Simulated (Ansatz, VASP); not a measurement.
**One calculation of Ti, two programs**

```
Ti
1.0
     2.93616    0.00000    0.00000
    -1.46808    2.54279    0.00000
     0.00000    0.00000    4.63785
Ti
2
Cartesian
  0.0000 1.6952 1.1595
  1.4681 0.8476 3.4784
```

Alike in both runs: task relaxation of cell and atoms; functional r2SCAN; k mesh 15 × 15 × 8; occupations fermi-dirac, width 0.15 eV; no spin polarisation.

|  | VASP | Ansatz |
| --- | --- | --- |
| version | VASP 6.6.1 | Ansatz 0.2.0 |
| potentials or method | VASP PAW PBE potentials, release 64 (Ti_sv), cutoff 600 eV | scalar-relativistic, plane waves, PAW |
| valence electrons in the cell | 24 | 24 |

```tsv
	VASP	Ansatz	Ansatz less VASP
gap on the k mesh at the Fermi level, each at its own relaxed structure (eV)	none	none	-
relaxed volume (Å³/atom)	17.42	17.37	-0.054
relaxed cell length with the largest relative difference (Å)	4.653	4.648	-0.0052
```

VASP's potentials were made for PBE, not for r2SCAN. A gap of «none» marks a metal or a gap that the smearing closes.
